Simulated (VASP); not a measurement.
Set up this calculation in VASP 6.6.1, as the native input.

| Property | Result |
| --- | --- |
| Task | relaxation of cell and atoms |
| Functional | LDA |
| Potentials or basis | VASP PAW LDA potentials, release 64 (Re) |
| Cutoff | 600 eV |
| k mesh | 18 × 18 × 18 |
| Occupations | gaussian, width 0.1 eV |
| Spin | no spin polarisation |
| Dipole correction | no |
| Further INCAR settings | ALGO = Normal; EDIFF = 1e-06; IBRION = 2; EDIFFG = -0.005; NSW = 70; ISIF = 3 |

The structure of Re lies in POSCAR:

```
Re
1.0
    0.0000000000      1.9577236231      1.9577236231
    1.9577236231      0.0000000000      1.9577236231
    1.9577236231      1.9577236231      0.0000000000
Re
1
Direct
    0.0000000000      0.0000000000      0.0000000000
```

One way to write it, as run:

INCAR

```
ALGO     = Normal         # electronic algorithm
EDIFF    = 1E-6           # SCF threshold, eV
EDIFFG   = -0.005         # ionic threshold
ENCUT    = 600            # plane-wave cutoff, eV
GGA      = CA             # functional
IBRION   = 2              # ionic algorithm
ISIF     = 3              # what is computed and relaxed
ISMEAR   = 0              # smearing method
LASPH    = True           # aspherical terms in the spheres
LCHARG   = False          # write CHGCAR
LREAL    = False          # projectors in reciprocal space
LWAVE    = False          # write WAVECAR
NELM     = 80             # most SCF steps
NSW      = 70             # ionic steps
PREC     = Accurate       # precision mode
SIGMA    = 0.1            # smearing width, eV
```

KPOINTS

```
k-points
0
Gamma
  18 18 18
```

Potentials or basis: VASP PAW LDA potentials, release 64 (Re).

Command:

```sh
$ cat potpaw_LDA.64/Re/POTCAR > POTCAR
$ mpirun -np 1 vasp_std > vasp.out
```

It gave:

```json
{
  "Relaxed volume": "14.44 Å³/atom",
  "Relaxed cell": "a = 2.733 Å, b = 2.733 Å, c = 2.733 Å, α = 60.00°, β = 60.00°, γ = 60.00°",
  "Space group after relaxing (to 0.05 Å)": "Fm-3m (No. 225)",
  "Energy gained by relaxing": "26.5 meV/atom",
  "Ionic steps": "5",
  "Pressure after relaxing": "0.1 GPa"
}
```

It took 30 s on 1 thread of Intel(R) Xeon(R) Platinum 8375C CPU @ 2.90GHz (Ice Lake), on a shared host, peak memory 0.17 GiB.
